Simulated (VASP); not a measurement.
# LaReN3 (Pm-3m) in VASP: notebook

LaReN3 is run at these levels: LDA; tasks: single point.

Everything below comes from runs of VASP 6.6.1. Logs are shortened: lines on timing, memory, paths and dates and some standing lists are left out, and cuts for length are marked.

### 1 The cell of the first run

The structure is cubic, space group Pm-3m (No. 221). Conventional cell: a = 3.955 Å, b = 3.955 Å, c = 3.955 Å, α = 90.00°, β = 90.00°, γ = 90.00°. La (site symmetry m-3m) has 12 N at 2.80 Å and 8 Re at 3.43 Å within 3.7 Å. Re (site symmetry m-3m) has 6 N at 1.98 Å within 2.6 Å. N (site symmetry 4/mmm) has 2 Re at 1.98 Å within 2.6 Å.

### 2 Single point, LDA

Input file INCAR:

```
SYSTEM = LaReN3
PREC = Accurate
ENCUT = 520
EDIFF = 1E-6
ISMEAR = -1
SIGMA = 0.15
LREAL = .False.
LASPH = .True.
NELM = 80
ALGO = Normal
ISIF = 2
LWAVE = .False.
LCHARG = .False.
GGA = CA
NBANDS = 24
```

Input file KPOINTS:

```
Automatic mesh
0
Gamma
  2 2 2
  0 0 0
```

Input file POSCAR:

```
LaReN3
1.0
    3.9548927900      0.0000000000      0.0000000000
    0.0000000000      3.9548927900      0.0000000000
    0.0000000000      0.0000000000      3.9548927900
La Re N
1 1 3
Direct
    0.0000000000      0.0000000000      0.0000000000
    0.5000000013      0.5000000013      0.5000000013
    0.0000000000      0.5000000013      0.5000000013
    0.5000000013      0.0000000000      0.5000000013
    0.5000000013      0.5000000013      0.0000000000
```

Potentials or basis: VASP PAW LDA potentials, release 64 (La, Re, N).

On the command line:

```console
$ cat potpaw_LDA.64/La/POTCAR potpaw_LDA.64/Re/POTCAR potpaw_LDA.64/N/POTCAR > POTCAR
$ mpirun -np 1 vasp_std > vasp.out
```

OUTCAR:

```text
SYSTEM = LaReN3
   PREC = Accurate
   ENCUT = 520
   EDIFF = 1E-6
   ISMEAR = -1
   LREAL = .False.
   LASPH = .True.
   NELM = 80
   ISIF = 2
   GGA = CA

 ion  position               nearest neighbor table
   1  0.000  0.000  0.000-   2 3.43   2 3.43   2 3.43   2 3.43   2 3.43   2 3.43   2 3.43   2 3.43

   2  0.500  0.500  0.500-   3 1.98   4 1.98   5 1.98   5 1.98   4 1.98   3 1.98   1 3.43   1 3.43
                             1 3.43   1 3.43   1 3.43   1 3.43   1 3.43   1 3.43
   3  0.000  0.500  0.500-   2 1.98   2 1.98
   4  0.500  0.000  0.500-   2 1.98   2 1.98
   5  0.500  0.500  0.000-   2 1.98   2 1.98

  LATTYP: Found a simple cubic cell.
 ALAT       =     3.9548927900

  Lattice vectors:

 A1 = (   3.9548927900,   0.0000000000,   0.0000000000)
 A2 = (   0.0000000000,   3.9548927900,   0.0000000000)
 A3 = (   0.0000000000,   0.0000000000,   3.9548927900)

Analysis of symmetry for initial positions (statically):
=====================================================================
 Subroutine PRICEL returns:
 Original cell was already a primitive cell.

 Routine SETGRP: Setting up the symmetry group for a
 simple cubic supercell.

 Subroutine GETGRP returns: Found 48 space group operations
 (whereof 48 operations were pure point group operations)
 out of a pool of 48 trial point group operations.

The static configuration has the point symmetry O_h .

Analysis of symmetry for dynamics (positions and initial velocities):
=====================================================================
 Subroutine PRICEL returns:
 Original cell was already a primitive cell.

 Routine SETGRP: Setting up the symmetry group for a
 simple cubic supercell.

 Subroutine GETGRP returns: Found 48 space group operations
 (whereof 48 operations were pure point group operations)
 out of a pool of 48 trial point group operations.

The dynamic configuration has the point symmetry O_h .

 Subroutine INISYM returns: Found 48 space group operations
 (whereof 48 operations are pure point group operations),
 and found     1 'primitive' translations

----------------------------------------------------------------------------------------

                                     Primitive cell

  volume of cell :      61.8592

[... 71 lines left out ...]
   ENCUT  =  520.0 eV  38.22 Ry    6.18 a.u.   7.35  7.35  7.35*2*pi/ulx,y,z
   NELM   =     80;   NELMIN=  2; NELMDL= -5     # of ELM steps
   EDIFF  = 0.1E-05   stopping-criterion for ELM
   LREAL  =      F    real-space projection
   EDIFFG = 0.1E-04   stopping-criterion for IOM
   NSW    =      0    number of steps for IOM
   IBRION =     -1    ionic relax: 0-MD 1-quasi-New 2-CG
   NFREE  =      0    steps in history (QN), initial steepest desc. (CG)
   ISIF   =      2    stress and relaxation
   ISYM   =      2    0-nonsym 1-usesym 2-fastsym
   POTIM  = 0.5000    time-step for ionic-motion
   TEBEG  =    0.0;   TEEND  =   0.0 temperature during run
   PSTRESS=    0.0 pullay stress
   NELECT =      33.0000    total number of electrons
   NUPDOWN=      -1.0000    fix difference up-down
   EMIN   =  10.00;   EMAX   =-10.00  energy-range for DOS
   EFERMI =   0.00;   METHOD = LEGACY
   ISMEAR =    -1;   SIGMA  =   0.15  broadening in eV -4-tet -1-fermi 0-gaus
   EFERMI_NEDOS =   21; number of points for ismear=-14 and -15
   IALGO  =     38    algorithm
   IMIX   =      4    mixing-type and parameters
     AMIX     =   0.40;   BMIX     =  1.00
     AMIX_MAG =   1.60;   BMIX_MAG =  1.00
  volume/ion in A,a.u.               =      12.37        83.49
  Fermi-wavevector in a.u.,A,eV,Ry     =   1.327735  2.509055 23.985444  1.762880
  Thomas-Fermi vector in A             =   2.457025
   LORBIT       =      0    0 simple, 1 ext, 2 COOP (PROOUT), +10 PAW based schemes
   GGA     = CA    functional components
   LHFCALC =     F    Hartree Fock is set to
   AEXX    =    0.0000 exact exchange contribution
   IVDW    =     0    specifies the selected vdW correction
   LEPSILON=     F    determine dielectric tensor
   LRPA    =     F    only Hartree local field effects (RPA)
 non-spin polarized calculation
  energy-cutoff  :      520.00
  volume of cell :       61.86
 maximum number of plane-waves:      1743
 NGX is ok and might be reduce to    30
   NGX = 15   NGY = 15   NGZ = 15

 number of electron      33.0000005 magnetization

 Free energy of the ion-electron system (eV)
  ---------------------------------------------------
  ext. energy  EPLUGINS =         0.00000000
  ---------------------------------------------------
  free energy    TOTEN  =       -50.65379290 eV

  energy without entropy =      -50.47281203  energy(sigma->0) =      -50.56330247

 E-fermi :   8.5623     XC(G=0): -12.3502

 val. band max:        8.4055409541   @ k =   0.5000   0.5000   0.5000
 cond. band min:       9.9849564132   @ k =   0.0000   0.0000   0.0000
 fundamental gap:      1.5794154592
 Fermi energy:         8.5623088664

 k-point     1 :       0.0000    0.0000    0.0000
  band No.  band energies     occupation
      1     -23.2855      2.00000
      2      -7.0740      2.00000
      3      -6.9793      2.00000
      4      -6.9793      2.00000
      5      -6.9793      2.00000
      6      -5.5479      2.00000
[... 97 lines left out ...]
     23      11.9367      0.00000
     24      12.1621      0.00000

------------------------ aborting loop because EDIFF is reached ----------------------------------------

  FORCE on cell =-STRESS in cart. coord.  units (eV):
  Direction    XX          YY          ZZ          XY          YZ          ZX
  --------------------------------------------------------------------------------------
  -------------------------------------------------------------------------------------
  Total       -3.1897036     -3.1897036     -3.1897036      0.0000000     -0.0000000      0.0000000
  in kB      -82.6145922    -82.6145922    -82.6145922      0.0000000     -0.0000000      0.0000000
  external PRESSURE =     -82.6145922 kB  Pullay stress =       0.0000000 kB

 VOLUME and BASIS-vectors are now :
 -----------------------------------------------------------------------------
  energy-cutoff  :      520.00
  volume of cell :       61.86
      direct lattice vectors                 reciprocal lattice vectors
     3.954892790  0.000000000  0.000000000     0.252851355  0.000000000  0.000000000
     0.000000000  3.954892790  0.000000000     0.000000000  0.252851355  0.000000000
     0.000000000  0.000000000  3.954892790     0.000000000  0.000000000  0.252851355

 POSITION                                       TOTAL-FORCE (eV/Angst)
 -----------------------------------------------------------------------------------
      0.00000      0.00000      0.00000         0.000000      0.000000      0.000000
      1.97745      1.97745      1.97745         0.000000      0.000000      0.000000
      0.00000      1.97745      1.97745         0.000000      0.000000      0.000000
      1.97745      0.00000      1.97745         0.000000      0.000000      0.000000
      1.97745      1.97745      0.00000         0.000000      0.000000      0.000000
 -----------------------------------------------------------------------------------
    total drift:                               -0.000007     -0.000007     -0.000007

  FREE ENERGIE OF THE ION-ELECTRON SYSTEM (eV)
  ---------------------------------------------------
  free  energy   TOTEN  =       -50.6537929017 eV

  energy  without entropy=      -50.4728120350  energy(sigma->0) =      -50.56330247
```

OSZICAR:

```text
N       E                     dE             d eps       ncg     rms          rms(c)
DAV:   1     0.304051595122E+03    0.30405E+03   -0.12967E+04   216   0.204E+03
DAV:   2     0.654439999112E+01   -0.29751E+03   -0.25544E+03   296   0.445E+02
DAV:   3    -0.514952207876E+02   -0.58040E+02   -0.55024E+02   296   0.170E+02
DAV:   4    -0.595763660642E+02   -0.80811E+01   -0.59904E+01   344   0.407E+01
DAV:   5    -0.605423863021E+02   -0.96602E+00   -0.86425E+00   288   0.126E+01    0.630E+01
DAV:   6    -0.520763102371E+02    0.84661E+01   -0.88598E+01   336   0.563E+01    0.993E+00
DAV:   7    -0.507986324118E+02    0.12777E+01   -0.10597E+01   320   0.256E+01    0.160E+01
DAV:   8    -0.506993793090E+02    0.99253E-01   -0.87243E-01   328   0.772E+00    0.567E+00
DAV:   9    -0.506534426494E+02    0.45937E-01   -0.14930E-01   288   0.260E+00    0.832E-01
DAV:  10    -0.506539502029E+02   -0.50755E-03   -0.32631E-02   360   0.122E+00    0.248E-01
DAV:  11    -0.506540737621E+02   -0.12356E-03   -0.56003E-03   304   0.571E-01    0.153E-01
DAV:  12    -0.506537965424E+02    0.27722E-03   -0.11412E-03   328   0.281E-01    0.278E-02
DAV:  13    -0.506537921593E+02    0.43831E-05   -0.12724E-04   328   0.768E-02    0.660E-03
DAV:  14    -0.506537929017E+02   -0.74239E-06   -0.97420E-06   280   0.255E-02
   1 F= -.50653793E+02 E0= -.50563302E+02  d E =-.180981E+00
```

It took 13 s on 1 thread of AMD EPYC 7R43 (Zen 3), shared host; peak memory 0.12 GiB.

Results:

| Item | Value |
| --- | --- |
| Free energy | -50.6538 eV |
| Pressure | -8.3 GPa |

Caveat: the k points lie up to 0.79 Å⁻¹ apart; spin-orbit coupling is left out, which moves the levels of the heavy elements.

(Part 1 of 2 ends here.)
